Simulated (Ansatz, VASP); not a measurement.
Al in VASP and in Ansatz

```
Al
1.0
     2.84970    0.00000    0.00000
    -1.42485    2.46791    0.00000
     0.00000    0.00000    4.71250
Al
2
Direct
  0.66667 0.33333 0.75000
  0.33333 0.66667 0.25000
```

Alike in both runs: task single point; functional PBEsol; k mesh 18 × 18 × 10; occupations gaussian, width 0.15 eV; no spin polarisation.

```csv
,VASP,Ansatz
version,VASP 6.6.1,Ansatz 0.2.0
potentials or method,"VASP PAW PBE potentials, release 64 (Al), cutoff 520 eV","scalar-relativistic, plane waves, PAW"
valence electrons in the cell,6,6
```

VASP gave:

- gap on the k mesh at the Fermi level (eV): none
- pressure (GPa): -1.1
- traceless stress, the component that is largest in VASP (GPa): -0.13

Which values does Ansatz return?

gap on the k mesh at the Fermi level (eV): none; pressure (GPa): -1.2; traceless stress, the component that is largest in VASP (GPa): -0.13.

VASP's potentials were made for PBE, not for PBEsol, and Ansatz warns of the same on its side. A gap of «none» marks a metal or a gap that the smearing closes.
